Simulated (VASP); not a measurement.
Input of a VASP 6.6.1 run:

Contents of INCAR:

```
ALGO = Fast
EDIFF = 1E-6
ENCUT = 520
GGA = PE
ISIF = 2
ISMEAR = 0
LASPH = True
LCHARG = False
LREAL = False
LWAVE = False
NBANDS = 13
NELM = 60
PREC = Accurate
SIGMA = 0.15
```

Contents of KPOINTS:

```
k-points
0
Gamma
  22 22 22
```

The input POSCAR:

```
Ru
1.0
    0.0000000000      2.1073469446      1.4323637183
    2.1073469446      0.0000000000      1.4323637183
    2.1073469446      2.1073469446      0.0000000000
Ru
1
Direct
    0.0000000000      0.0000000000      0.0000000000
```

Potentials or basis: VASP PAW PBE potentials, release 64 (Ru_pv).

Launch:

```bash
$ cat potpaw_PBE.64/Ru_pv/POTCAR > POTCAR
$ mpirun -np 1 vasp_std > vasp.out
```

(1) What does it give for the band gap on the k mesh?

(2) Predict the pressure.

Results:

(1) zero (band 7 reaches 16.31 eV, above the bottom of band 8 at 12.10 eV).

(2) 41.1 GPa.
